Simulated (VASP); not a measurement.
# ScSbTe3 (Pm-3m) in VASP: notebook

Runs on ScSbTe3. Level: PBE. Tasks: single point.

Program: VASP 6.6.1. These are calculated values, not measurements. Logs are shortened: lines on timing, memory, paths and dates and some standing lists are left out, and cuts for length are marked.

### 1 The cell of the first run

It takes space group Pm-3m (No. 221, cubic). Conventional cell: a = 5.586 Å, b = 5.586 Å, c = 5.586 Å, α = 90.00°, β = 90.00°, γ = 90.00°. Sc (site symmetry m-3m) has 12 Te at 3.95 Å and 8 Sb at 4.84 Å within 5.2 Å. Within 3.7 Å of Sb (site symmetry m-3m) lie 6 Te at 2.79 Å. Within 3.7 Å of Te (site symmetry 4/mmm) lie 2 Sb at 2.79 Å.

The cell was generated, and may not be a known phase.

### 2 Single point, PBE

INCAR

```
SYSTEM = ScSbTe3
PREC = Accurate ; ENCUT = 520
EDIFF = 1E-7 ; ISMEAR = 0
SIGMA = 0.1 ; LREAL = .FALSE.
LASPH = .TRUE. ; NELM = 60
ALGO = Normal ; ISIF = 2
LWAVE = .FALSE. ; LCHARG = .TRUE.
GGA = PE ; LELF = .TRUE.
LVHAR = .TRUE. ; NBANDS = 25
```

KPOINTS

```
regular mesh
0
G
  4 4 4
  0 0 0
```

POSCAR

```
ScSbTe3
1.0
    5.5864897400      0.0000000000      0.0000000000
    0.0000000000      5.5864897400      0.0000000000
    0.0000000000      0.0000000000      5.5864897400
Sc Sb Te
1 1 3
Direct
    0.0000000000      0.0000000000      0.0000000000
    0.5000000000      0.5000000000      0.5000000000
    0.0000000000      0.5000000000      0.5000000000
    0.5000000000      0.0000000000      0.5000000000
    0.5000000000      0.5000000000      0.0000000000
```

Potentials or basis: VASP PAW PBE potentials, release 64 (Sc_sv, Sb, Te).

Run with:

```bash
$ cat potpaw_PBE.64/Sc_sv/POTCAR potpaw_PBE.64/Sb/POTCAR potpaw_PBE.64/Te/POTCAR > POTCAR
$ mpirun -np 1 vasp_std > vasp.out
```

OUTCAR:

```text
SYSTEM = ScSbTe3
   PREC = Accurate
   ENCUT = 520
   EDIFF = 1E-7
   ISMEAR = 0
   LREAL = .FALSE.
   LASPH = .TRUE.
   NELM = 60
   ISIF = 2
   GGA = PE

 ion  position               nearest neighbor table
   1  0.000  0.000  0.000-
   2  0.500  0.500  0.500-   3 2.79   4 2.79   5 2.79   5 2.79   4 2.79   3 2.79
   3  0.000  0.500  0.500-   2 2.79   2 2.79
   4  0.500  0.000  0.500-   2 2.79   2 2.79
   5  0.500  0.500  0.000-   2 2.79   2 2.79

  LATTYP: Found a simple cubic cell.
 ALAT       =     5.5864897400

  Lattice vectors:

 A1 = (   5.5864897400,   0.0000000000,   0.0000000000)
 A2 = (   0.0000000000,   5.5864897400,   0.0000000000)
 A3 = (   0.0000000000,   0.0000000000,   5.5864897400)

Analysis of symmetry for initial positions (statically):
=====================================================================
 Subroutine PRICEL returns:
 Original cell was already a primitive cell.

 Routine SETGRP: Setting up the symmetry group for a
 simple cubic supercell.

 Subroutine GETGRP returns: Found 48 space group operations
 (whereof 48 operations were pure point group operations)
 out of a pool of 48 trial point group operations.

The static configuration has the point symmetry O_h .

Analysis of symmetry for dynamics (positions and initial velocities):
=====================================================================
 Subroutine PRICEL returns:
 Original cell was already a primitive cell.

 Routine SETGRP: Setting up the symmetry group for a
 simple cubic supercell.

 Subroutine GETGRP returns: Found 48 space group operations
 (whereof 48 operations were pure point group operations)
 out of a pool of 48 trial point group operations.

The dynamic configuration has the point symmetry O_h .

 Subroutine INISYM returns: Found 48 space group operations
 (whereof 48 operations are pure point group operations),
 and found     1 'primitive' translations

----------------------------------------------------------------------------------------

                                     Primitive cell

  volume of cell :     174.3480

  direct lattice vectors                    reciprocal lattice vectors
     5.586489740  0.000000000  0.000000000     0.179003282  0.000000000  0.000000000
     0.000000000  5.586489740  0.000000000     0.000000000  0.179003282  0.000000000
     0.000000000  0.000000000  5.586489740     0.000000000  0.000000000  0.179003282

  length of vectors
     5.586489740  5.586489740  5.586489740     0.179003282  0.179003282  0.179003282

  position of ions in fractional coordinates (direct lattice)
     0.000000000  0.000000000  0.000000000
     0.500000000  0.500000000  0.500000000
     0.000000000  0.500000000  0.500000000
     0.500000000  0.000000000  0.500000000
     0.500000000  0.500000000  0.000000000

  ion indices of the primitive-cell ions
   primitive index   ion index
                 1           1
                 2           2
                 3           3
                 4           4
                 5           5

----------------------------------------------------------------------------------------

 KPOINTS: regular mesh

Automatic generation of k-mesh.
 Grid dimensions read from file:
 generate k-points for:    4    4    4

 Generating k-lattice:

  Cartesian coordinates                     Fractional coordinates (reciprocal lattice)
     0.044750821  0.000000000  0.000000000     0.250000000  0.000000000  0.000000000
     0.000000000  0.044750821  0.000000000     0.000000000  0.250000000  0.000000000
     0.000000000  0.000000000  0.044750821     0.000000000  0.000000000  0.250000000

  Length of vectors
     0.044750821  0.044750821  0.044750821

  Shift w.r.t. Gamma in fractional coordinates (k-lattice)
     0.000000000  0.000000000  0.000000000

 Subroutine IBZKPT returns following result:
 ===========================================

 Found     10 irreducible k-points:

 Following reciprocal coordinates:
            Coordinates               Weight
  0.000000  0.000000  0.000000      1.000000
  0.250000  0.000000  0.000000      6.000000
  0.500000  0.000000  0.000000      3.000000
  0.250000  0.250000  0.000000     12.000000
  0.500000  0.250000  0.000000     12.000000
  0.500000  0.500000  0.000000      3.000000
  0.250000  0.250000  0.250000      8.000000
  0.500000  0.250000  0.250000     12.000000
  0.500000  0.500000  0.250000      6.000000
  0.500000  0.500000  0.500000      1.000000
   k-points           NKPTS =     10   k-points in BZ     NKDIM =     10   number of bands    NBANDS=     25
   number of dos      NEDOS =    301   number of ions     NIONS =      5
   total plane-waves  NPLWV =  74088
   dimension x,y,z NGX =    42 NGY =   42 NGZ =   42
   dimension x,y,z NGXF=    84 NGYF=   84 NGZF=   84
   ions per type =               1   1   3
   NGX,Y,Z   is equivalent  to a cutoff of  12.50, 12.50, 12.50 a.u.
   NGXF,Y,Z  is equivalent  to a cutoff of  25.00, 25.00, 25.00 a.u.
 SYSTEM =  ScSbTe3
   PREC   = accura    normal or accurate (medium, high low for compatibility)
   ISTART =      0    job   : 0-new  1-cont  2-samecut
   ICHARG =      2    charge: 1-file 2-atom 10-const
   ISPIN  =      1    spin polarized calculation?
   LNONCOLLINEAR =      F non collinear calculations
   LSORBIT =      F    spin-orbit coupling
   LASPH  =      T    aspherical Exc in radial PAW
   ENCUT  =  520.0 eV  38.22 Ry    6.18 a.u.  10.39 10.39 10.39*2*pi/ulx,y,z
   NELM   =     60;   NELMIN=  2; NELMDL= -5     # of ELM steps
   EDIFF  = 0.1E-06   stopping-criterion for ELM
   LREAL  =      F    real-space projection
   EDIFFG = 0.1E-05   stopping-criterion for IOM
   NSW    =      0    number of steps for IOM
   IBRION =     -1    ionic relax: 0-MD 1-quasi-New 2-CG
   NFREE  =      0    steps in history (QN), initial steepest desc. (CG)
   ISIF   =      2    stress and relaxation
   ISYM   =      2    0-nonsym 1-usesym 2-fastsym
   POTIM  = 0.5000    time-step for ionic-motion
   TEBEG  =    0.0;   TEEND  =   0.0 temperature during run
   PSTRESS=    0.0 pullay stress
   NELECT =      34.0000    total number of electrons
   NUPDOWN=      -1.0000    fix difference up-down
   EMIN   =  10.00;   EMAX   =-10.00  energy-range for DOS
   EFERMI =   0.00;   METHOD = LEGACY
   ISMEAR =     0;   SIGMA  =   0.10  broadening in eV -4-tet -1-fermi 0-gaus
   EFERMI_NEDOS =   21; number of points for ismear=-14 and -15
   IALGO  =     38    algorithm
   IMIX   =      4    mixing-type and parameters
     AMIX     =   0.40;   BMIX     =  1.00
     AMIX_MAG =   1.60;   BMIX_MAG =  1.00
  volume/ion in A,a.u.               =      34.87       235.31
  Fermi-wavevector in a.u.,A,eV,Ry     =   0.949355  1.794021 12.262598  0.901276
  Thomas-Fermi vector in A             =   2.077630
   LORBIT       =      0    0 simple, 1 ext, 2 COOP (PROOUT), +10 PAW based schemes
   GGA     = PE    functional components
   LHFCALC =     F    Hartree Fock is set to
   AEXX    =    0.0000 exact exchange contribution
   IVDW    =     0    specifies the selected vdW correction
   LEPSILON=     F    determine dielectric tensor
   LRPA    =     F    only Hartree local field effects (RPA)
 non-spin polarized calculation
 Gauss-broadening in eV      SIGMA  =   0.10
  energy-cutoff  :      520.00
  volume of cell :      174.35
 maximum number of plane-waves:      4713
 NGX is ok and might be reduce to    42
   NGX = 21   NGY = 21   NGZ = 21

 number of electron      34.0000010 magnetization

 Free energy of the ion-electron system (eV)
  ---------------------------------------------------
  ext. energy  EPLUGINS =         0.00000000
  ---------------------------------------------------
  free energy    TOTEN  =       -17.82729147 eV

  energy without entropy =      -17.79922942  energy(sigma->0) =      -17.81326045

 E-fermi :   5.0010     XC(G=0):  -8.7867

 val. band max:        4.9632558803   @ k =   0.5000   0.5000   0.0000
 cond. band min:       5.0165742919   @ k =   0.5000   0.5000   0.5000
 fundamental gap:      0.0533184116
 Fermi energy:         5.0009717047

 k-point     1 :       0.0000    0.0000    0.0000
  band No.  band energies     occupation
      1     -46.7995      2.00000
      2     -25.3655      2.00000
      3     -25.3655      2.00000
      4     -25.3655      2.00000
      5      -8.4052      2.00000
      6      -5.3287      2.00000
[... 17 lines left out ...]
     24       8.9515      0.00000
     25       8.9515      0.00000

 k-point     2 :       0.2500    0.0000    0.0000
  band No.  band energies     occupation
      1     -46.7995      2.00000
      2     -25.3656      2.00000
      3     -25.3655      2.00000
      4     -25.3655      2.00000
      5      -8.2255      2.00000
      6      -5.7659      2.00000
[... 17 lines left out ...]
     24       8.4031      0.00000
     25       8.9617      0.00000

 k-point     3 :       0.5000    0.0000    0.0000
  band No.  band energies     occupation
      1     -46.7995      2.00000
      2     -25.3657      2.00000
      3     -25.3655      2.00000
      4     -25.3655      2.00000
      5      -7.9770      2.00000
      6      -6.2611      2.00000
[... 17 lines left out ...]
     24       7.7485      0.00000
     25       8.3479      0.00000

 k-point     4 :       0.2500    0.2500    0.0000
  band No.  band energies     occupation
      1     -46.7995      2.00000
      2     -25.3656      2.00000
      3     -25.3656      2.00000
      4     -25.3655      2.00000
      5      -8.0341      2.00000
      6      -5.8360      2.00000
[... 17 lines left out ...]
     24       8.3814      0.00000
     25       8.5200      0.00000
[... 85 lines left out ...]
 k-point     8 :       0.5000    0.2500    0.2500
  band No.  band energies     occupation
      1     -46.7995      2.00000
      2     -25.3656      2.00000
      3     -25.3656      2.00000
      4     -25.3656      2.00000
      5      -7.5228      2.00000
      6      -6.2145      2.00000
[... 17 lines left out ...]
     24       6.2651      0.00000
     25       8.5696      0.00000

 k-point     9 :       0.5000    0.5000    0.2500
  band No.  band energies     occupation
      1     -46.7995      2.00000
      2     -25.3657      2.00000
      3     -25.3657      2.00000
      4     -25.3655      2.00000
      5      -7.1195      2.00000
      6      -6.1922      2.00000
[... 17 lines left out ...]
     24       5.8326      0.00000
     25       5.9647      0.00000

 k-point    10 :       0.5000    0.5000    0.5000
  band No.  band energies     occupation
      1     -46.7995      2.00000
      2     -25.3656      2.00000
      3     -25.3656      2.00000
      4     -25.3656      2.00000
      5      -6.2961      2.00000
      6      -6.1732      2.00000
[... 17 lines left out ...]
     24       5.3231      0.00001
     25       5.3231      0.00001

------------------------ aborting loop because EDIFF is reached ----------------------------------------

  FORCE on cell =-STRESS in cart. coord.  units (eV):
  Direction    XX          YY          ZZ          XY          YZ          ZX
  --------------------------------------------------------------------------------------
  -------------------------------------------------------------------------------------
  Total        2.2921032      2.2921032      2.2921032     -0.0000000     -0.0000000      0.0000000
  in kB       21.0633640     21.0633640     21.0633640     -0.0000000     -0.0000000      0.0000000
  external PRESSURE =      21.0633640 kB  Pullay stress =       0.0000000 kB

 VOLUME and BASIS-vectors are now :
 -----------------------------------------------------------------------------
  energy-cutoff  :      520.00
  volume of cell :      174.35
      direct lattice vectors                 reciprocal lattice vectors
     5.586489740  0.000000000  0.000000000     0.179003282  0.000000000  0.000000000
     0.000000000  5.586489740  0.000000000     0.000000000  0.179003282  0.000000000
     0.000000000  0.000000000  5.586489740     0.000000000  0.000000000  0.179003282

 POSITION                                       TOTAL-FORCE (eV/Angst)
 -----------------------------------------------------------------------------------
      0.00000      0.00000      0.00000         0.000000      0.000000      0.000000
      2.79324      2.79324      2.79324         0.000000      0.000000      0.000000
      0.00000      2.79324      2.79324         0.000000      0.000000      0.000000
      2.79324      0.00000      2.79324         0.000000      0.000000      0.000000
      2.79324      2.79324      0.00000         0.000000      0.000000      0.000000
 -----------------------------------------------------------------------------------
    total drift:                               -0.000000     -0.000000      0.000000

  FREE ENERGIE OF THE ION-ELECTRON SYSTEM (eV)
  ---------------------------------------------------
  free  energy   TOTEN  =       -17.8272914741 eV

  energy  without entropy=      -17.7992294170  energy(sigma->0) =      -17.81326045
```

Run time: 1.9 min. Hardware: 1 thread of AMD EPYC 7R43 (Zen 3), shared host; peak memory 0.23 GiB.

What came out:

* Free energy: -17.8273 eV
* Pressure: 2.1 GPa
* Band gap on the k mesh: zero (bands 17 and 18 overlap by 0.24 eV)

Caveat: semilocal functionals underestimate gaps, and a narrow one can read as zero; spin-orbit coupling is left out, which moves the levels of the heavy elements.

### 3 Single point, PBE

This run uses another cell than the first one, of 36.73 Å³/atom.

INCAR

```
PREC = Accurate ; ENCUT = 520
EDIFF = 1E-7 ; ISMEAR = 0
SIGMA = 0.1 ; LREAL = F
LASPH = T ; NELM = 100
ALGO = Normal ; ISIF = 2
LWAVE = F ; LCHARG = F
GGA = PE ; NBANDS = 25
```

KPOINTS

```
regular mesh
0
Gamma
  4 4 4
```

Edit POSCAR of step 2 so:

```diff
@@ -2,5 +2,5 @@
 1.0
-    5.5864897400      0.0000000000      0.0000000000
-    0.0000000000      5.5864897400      0.0000000000
-    0.0000000000      0.0000000000      5.5864897400
+    5.6839149172      0.0000000000      0.0000000000
+    0.0000000000      5.6839149172      0.0000000000
+    0.0000000000      0.0000000000      5.6839149172
 Sc Sb Te
```

Potentials or basis: VASP PAW PBE potentials, release 64 (Sc_sv, Sb, Te).

Run with:

```bash
$ cat potpaw_PBE.64/Sc_sv/POTCAR potpaw_PBE.64/Sb/POTCAR potpaw_PBE.64/Te/POTCAR > POTCAR
$ mpirun -np 1 vasp_std > vasp.out
```

Wall time 1.7 min (1 thread of AMD EPYC 7R43 (Zen 3), shared host); peak memory 0.24 GiB.

Results (log left out):

```yaml
Free_energy: -17.8838 eV
Pressure: -0.1 GPa
Band_gap_on_the_k_mesh: zero (bands 17 and 18 overlap by 0.18 eV)
```

Levels at points of the mesh, in eV from the Fermi level:
```tsv
k point	band 15	band 16	band 17	band 18	band 19	band 20
(0.00, 0.00, 0.00)	-1.04	-1.04	-1.04	0.05	0.06	0.06
(0.50, 0.00, 0.00)	-1.25	-1.25	-0.32	-0.14	0.14	0.41
(0.50, 0.50, 0.00)	-1.18	-0.18	-0.05	0.21	0.35	0.35
(0.50, 0.50, 0.50)	0.00	0.00	0.00	0.21	0.21	0.21
```

Caveat: semilocal functionals underestimate gaps, and a narrow one can read as zero; spin-orbit coupling is left out, which moves the levels of the heavy elements.

The gap in the log of VASP goes by the Fermi energy; the results here count the filled bands.